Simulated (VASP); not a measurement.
# TaH (P-6m2) in VASP: single point with PBE

Aim: the single point of TaH with PBE.

Everything below comes from runs of VASP 6.6.1. Logs are shortened: lines on timing, memory, paths and dates and some standing lists are left out, and cuts for length are marked.

### Step 1. The cell of the first run

It takes space group P-6m2 (No. 187, hexagonal). Conventional cell: a = 2.969 Å, b = 2.969 Å, c = 2.816 Å, α = 90.00°, β = 90.00°, γ = 120.00°. Within 2.9 Å of Ta (site symmetry -6m2) lie 6 H at 2.22 Å and 2 Ta at 2.82 Å. Within 2.9 Å of H (site symmetry -6m2) lie 6 Ta at 2.22 Å and 2 H at 2.82 Å.

### Step 2. Single point, PBE

The input, INCAR:

```
ALGO = Normal ; EDIFF = 1E-6
ENCUT = 500 ; GGA = PE
GGA_COMPAT = False ; ISIF = 2
ISMEAR = 0 ; LASPH = True
LCHARG = False ; LREAL = False
LWAVE = False ; NBANDS = 13
NELM = 120 ; PREC = Accurate
SIGMA = 0.2
```

The input, KPOINTS:

```
k-points
0
Gamma
  7 7 5
```

The input, POSCAR:

```
TaH
1.0
    2.9693241119      0.0000000000      0.0000000000
   -1.4846620559      2.5715101129      0.0000000000
    0.0000000000      0.0000000000      2.8156293280
Ta H
1 1
Direct
    0.0000000000      0.0000000000      0.5000000000
    0.6666666667      0.3333333333      0.0000000000
```

Potentials or basis: VASP PAW PBE potentials, release 64 (Ta_pv, H).

Run with:

```bash
cat potpaw_PBE.64/Ta_pv/POTCAR potpaw_PBE.64/H/POTCAR > POTCAR
mpirun -np 1 vasp_std > vasp.out
```

OUTCAR:

```text
EDIFF = 1E-6
   ENCUT = 500
   GGA = PE
   ISIF = 2
   ISMEAR = 0
   LASPH = True
   LREAL = False
   NELM = 120
   PREC = Accurate

 ion  position               nearest neighbor table
   1  0.000  0.000  0.500-   2 2.22   2 2.22   2 2.22   2 2.22   2 2.22   2 2.22
   2  0.667  0.333  0.000-   1 2.22   1 2.22   1 2.22   1 2.22   1 2.22   1 2.22

  LATTYP: Found a hexagonal cell.
 ALAT       =     2.9693241119
 C/A-ratio  =     0.9482391352

  Lattice vectors:

 A1 = (   2.9693241119,   0.0000000000,   0.0000000000)
 A2 = (  -1.4846620559,   2.5715101129,   0.0000000000)
 A3 = (   0.0000000000,   0.0000000000,   2.8156293280)

Analysis of symmetry for initial positions (statically):
=====================================================================
 Subroutine PRICEL returns:
 Original cell was already a primitive cell.

 Routine SETGRP: Setting up the symmetry group for a
 hexagonal supercell.

 Subroutine GETGRP returns: Found 12 space group operations
 (whereof 12 operations were pure point group operations)
 out of a pool of 24 trial point group operations.

The static configuration has the point symmetry D_3h.

Analysis of symmetry for dynamics (positions and initial velocities):
=====================================================================
 Subroutine PRICEL returns:
 Original cell was already a primitive cell.

 Routine SETGRP: Setting up the symmetry group for a
 hexagonal supercell.

 Subroutine GETGRP returns: Found 12 space group operations
 (whereof 12 operations were pure point group operations)
 out of a pool of 24 trial point group operations.

The dynamic configuration has the point symmetry D_3h.

 Subroutine INISYM returns: Found 12 space group operations
 (whereof 12 operations are pure point group operations),
 and found     1 'primitive' translations

----------------------------------------------------------------------------------------

                                     Primitive cell

  volume of cell :      21.4992

  direct lattice vectors                    reciprocal lattice vectors
     2.969324112  0.000000000  0.000000000     0.336776978  0.194438279  0.000000000
    -1.484662056  2.571510113  0.000000000     0.000000000  0.388876557  0.000000000
     0.000000000  0.000000000  2.815629328     0.000000000  0.000000000  0.355160386

  length of vectors
     2.969324112  2.969324112  2.815629328     0.388876557  0.388876557  0.355160386

  position of ions in fractional coordinates (direct lattice)
     0.000000000  0.000000000  0.500000000
     0.666666667  0.333333333  0.000000000

  ion indices of the primitive-cell ions
   primitive index   ion index
                 1           1
                 2           2

----------------------------------------------------------------------------------------

 KPOINTS: k-points

Automatic generation of k-mesh.
 Grid dimensions read from file:
 generate k-points for:    7    7    5

 Generating k-lattice:

  Cartesian coordinates                     Fractional coordinates (reciprocal lattice)
     0.048110997  0.027776897  0.000000000     0.142857143  0.000000000  0.000000000
     0.000000000  0.055553794  0.000000000     0.000000000  0.142857143  0.000000000
     0.000000000  0.000000000  0.071032077     0.000000000  0.000000000  0.200000000

  Length of vectors
     0.055553794  0.055553794  0.071032077

  Shift w.r.t. Gamma in fractional coordinates (k-lattice)
     0.000000000  0.000000000  0.000000000

 Subroutine IBZKPT returns following result:
 ===========================================

 Found     24 irreducible k-points:

 Following reciprocal coordinates:
            Coordinates               Weight
  0.000000  0.000000  0.000000      1.000000
  0.142857  0.000000  0.000000      6.000000
  0.285714  0.000000  0.000000      6.000000
  0.428571  0.000000  0.000000      6.000000
  0.142857  0.142857  0.000000      6.000000
  0.285714  0.142857  0.000000     12.000000
[... 16 lines left out ...]
  0.428571  0.142857  0.400000     12.000000
  0.285714  0.285714  0.400000     12.000000
   k-points           NKPTS =     24   k-points in BZ     NKDIM =     24   number of bands    NBANDS=     13
   number of dos      NEDOS =    301   number of ions     NIONS =      2
   total plane-waves  NPLWV =  13824
   dimension x,y,z NGX =    24 NGY =   24 NGZ =   24
   dimension x,y,z NGXF=    48 NGYF=   48 NGZF=   48
   ions per type =               1   1
   NGX,Y,Z   is equivalent  to a cutoff of  13.44, 13.44, 14.17 a.u.
   NGXF,Y,Z  is equivalent  to a cutoff of  26.87, 26.87, 28.34 a.u.
 SYSTEM =  unknown system
   PREC   = accura    normal or accurate (medium, high low for compatibility)
   ISTART =      0    job   : 0-new  1-cont  2-samecut
   ICHARG =      2    charge: 1-file 2-atom 10-const
   ISPIN  =      1    spin polarized calculation?
   LNONCOLLINEAR =      F non collinear calculations
   LSORBIT =      F    spin-orbit coupling
   LASPH  =      T    aspherical Exc in radial PAW
   ENCUT  =  500.0 eV  36.75 Ry    6.06 a.u.   5.41  5.41  5.13*2*pi/ulx,y,z
   NELM   =    120;   NELMIN=  2; NELMDL= -5     # of ELM steps
   EDIFF  = 0.1E-05   stopping-criterion for ELM
   LREAL  =      F    real-space projection
   EDIFFG = 0.1E-04   stopping-criterion for IOM
   NSW    =      0    number of steps for IOM
   IBRION =     -1    ionic relax: 0-MD 1-quasi-New 2-CG
   NFREE  =      0    steps in history (QN), initial steepest desc. (CG)
   ISIF   =      2    stress and relaxation
   ISYM   =      2    0-nonsym 1-usesym 2-fastsym
   POTIM  = 0.5000    time-step for ionic-motion
   TEBEG  =    0.0;   TEEND  =   0.0 temperature during run
   PSTRESS=    0.0 pullay stress
   NELECT =      12.0000    total number of electrons
   NUPDOWN=      -1.0000    fix difference up-down
   EMIN   =  10.00;   EMAX   =-10.00  energy-range for DOS
   EFERMI =   0.00;   METHOD = LEGACY
   ISMEAR =     0;   SIGMA  =   0.20  broadening in eV -4-tet -1-fermi 0-gaus
   EFERMI_NEDOS =   21; number of points for ismear=-14 and -15
   IALGO  =     38    algorithm
   IMIX   =      4    mixing-type and parameters
     AMIX     =   0.40;   BMIX     =  1.00
     AMIX_MAG =   1.60;   BMIX_MAG =  1.00
  volume/ion in A,a.u.               =      10.75        72.54
  Fermi-wavevector in a.u.,A,eV,Ry     =   1.347912  2.547184 24.719965  1.816866
  Thomas-Fermi vector in A             =   2.475624
   LORBIT       =      0    0 simple, 1 ext, 2 COOP (PROOUT), +10 PAW based schemes
   GGA     = PE    functional components
   LHFCALC =     F    Hartree Fock is set to
   AEXX    =    0.0000 exact exchange contribution
   IVDW    =     0    specifies the selected vdW correction
   LEPSILON=     F    determine dielectric tensor
   LRPA    =     F    only Hartree local field effects (RPA)
 non-spin polarized calculation
 Gauss-broadening in eV      SIGMA  =   0.20
  energy-cutoff  :      500.00
  volume of cell :       21.50
 maximum number of plane-waves:       563
 NGX is ok and might be reduce to    24
   NGX = 11   NGY = 11   NGZ = 11

 number of electron      11.9999999 magnetization

 Free energy of the ion-electron system (eV)
  ---------------------------------------------------
  ext. energy  EPLUGINS =         0.00000000
  ---------------------------------------------------
  free energy    TOTEN  =       -14.52477754 eV

  energy without entropy =      -14.49634286  energy(sigma->0) =      -14.51056020

 E-fermi :   6.0326     XC(G=0): -12.1960

 val. band max:        5.9253413693   @ k =   0.0000   0.0000   0.2000
 cond. band min:       6.0619423500   @ k =   0.2857   0.2857   0.4000
 fundamental gap:      0.1366009807
 Fermi energy:         6.0326254547

 k-point     1 :       0.0000    0.0000    0.0000
  band No.  band energies     occupation
      1     -28.3590      2.00000
      2     -28.3590      2.00000
      3     -28.3558      2.00000
      4      -4.9967      2.00000
      5       2.5928      2.00000
      6       5.6355      1.99502
      7       5.6355      1.99502
      8      10.7518      0.00000
      9      10.7518      0.00000
     10      11.8984      0.00000
     11      16.9711      0.00000
     12      19.6051      0.00000
     13      20.8962      0.00000

 k-point     2 :       0.1429    0.0000    0.0000
  band No.  band energies     occupation
      1     -28.5291      2.00000
      2     -28.3971      2.00000
      3     -28.3375      2.00000
      4      -4.4081      2.00000
      5       2.9320      2.00000
      6       4.5980      2.00000
      7       6.3087      0.05090
      8       9.6838      0.00000
      9      10.5968      0.00000
     10      12.6936      0.00000
     11      18.6329      0.00000
     12      19.0374      0.00000
     13      19.6275      0.00000

 k-point     3 :       0.2857    0.0000    0.0000
  band No.  band energies     occupation
      1     -28.8955      2.00000
      2     -28.4816      2.00000
      3     -28.2963      2.00000
      4      -2.9683      2.00000
      5       2.8615      2.00000
      6       3.8961      2.00000
      7       8.1186      0.00000
      8       8.1825      0.00000
      9      10.2673      0.00000
     10      12.6081      0.00000
     11      18.1467      0.00000
     12      18.3833      0.00000
     13      19.6204      0.00000
[... 305 lines left out ...]
 k-point    23 :       0.4286    0.1429    0.4000
  band No.  band energies     occupation
      1     -29.0713      2.00000
      2     -29.0368      2.00000
      3     -28.5709      2.00000
      4      -1.3412      2.00000
      5       2.9815      2.00000
      6       4.5848      2.00000
      7       7.9403      0.00000
      8       8.7260      0.00000
      9      11.9077      0.00000
     10      13.4981      0.00000
     11      14.4232      0.00000
     12      18.8300      0.00000
     13      19.6328      0.00000

 k-point    24 :       0.2857    0.2857    0.4000
  band No.  band energies     occupation
      1     -29.0645      2.00000
      2     -28.9310      2.00000
      3     -28.7244      2.00000
      4      -1.1381      2.00000
      5       2.9779      2.00000
      6       5.0951      2.00000
      7       6.0619      0.83577
      8       9.6354      0.00000
      9      12.3029      0.00000
     10      13.1480      0.00000
     11      15.7703      0.00000
     12      18.5450      0.00000
     13      19.6185      0.00000

------------------------ aborting loop because EDIFF is reached ----------------------------------------

  FORCE on cell =-STRESS in cart. coord.  units (eV):
  Direction    XX          YY          ZZ          XY          YZ          ZX
  --------------------------------------------------------------------------------------
  -------------------------------------------------------------------------------------
  Total       -0.0145687     -0.0145687      0.0086663     -0.0000000      0.0000000      0.0000000
  in kB       -1.0856990     -1.0856990      0.6458379     -0.0000000      0.0000000      0.0000000
  external PRESSURE =      -0.5085201 kB  Pullay stress =       0.0000000 kB

 VOLUME and BASIS-vectors are now :
 -----------------------------------------------------------------------------
  energy-cutoff  :      500.00
  volume of cell :       21.50
      direct lattice vectors                 reciprocal lattice vectors
     2.969324112  0.000000000  0.000000000     0.336776978  0.194438279  0.000000000
    -1.484662056  2.571510113  0.000000000     0.000000000  0.388876557  0.000000000
     0.000000000  0.000000000  2.815629328     0.000000000  0.000000000  0.355160386

 POSITION                                       TOTAL-FORCE (eV/Angst)
 -----------------------------------------------------------------------------------
      0.00000      0.00000      1.40781         0.000000      0.000000      0.000000
      1.48466      0.85717      0.00000        -0.000000      0.000000      0.000000
 -----------------------------------------------------------------------------------
    total drift:                                0.000000     -0.000000      0.000000

  FREE ENERGIE OF THE ION-ELECTRON SYSTEM (eV)
  ---------------------------------------------------
  free  energy   TOTEN  =       -14.5247775393 eV

  energy  without entropy=      -14.4963428552  energy(sigma->0) =      -14.51056020
```

It took 10 s on 1 thread of AMD EPYC 7R43 (Zen 3), shared host; peak memory 0.1 GiB.

Results:

- Free energy: -14.5248 eV
- Pressure: -0.1 GPa
- Band gap on the k mesh: zero (band 6 reaches 6.46 eV, above the bottom of band 7 at 5.64 eV)

Caveat: the k points lie up to 0.45 Å⁻¹ apart; spin-orbit coupling is left out, which moves the levels of the heavy elements.
